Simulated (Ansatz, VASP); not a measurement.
# PIr2 in VASP and in Ansatz

```xyz
3
Lattice="0.0000 2.7301 2.7301 2.7301 0.0000 2.7301 2.7301 2.7301 0.0000" Properties=species:S:1:pos:R:3 pbc="T T T"
P     0.0000    0.0000    0.0000
Ir    1.3650    1.3650    1.3650
Ir    4.0951    4.0951    4.0951
```

Change from the starting cell: volume scaled by 0.96.

Alike in both runs: task single point; functional LDA; k mesh 11 × 11 × 11; occupations fermi-dirac, width 0.05 eV; no spin polarisation.

|  | VASP | Ansatz |
| --- | --- | --- |
| version | VASP 6.6.1 | Ansatz 0.2.0 |
| potentials or method | VASP PAW LDA potentials, release 64 (P, Ir), cutoff 520 eV | all-electron LAPW, scalar-relativistic |

|  | VASP | Ansatz | Ansatz less VASP |
| --- | --- | --- | --- |
| pressure (GPa) | 10.7 | 8.5 | -2.24 |

LDA's correlation is that of Perdew and Zunger in VASP and of Perdew and Wang (1992) in Ansatz. Ansatz ran all-electron here, and VASP with PAW potentials.

Neither program's run includes spin-orbit coupling.
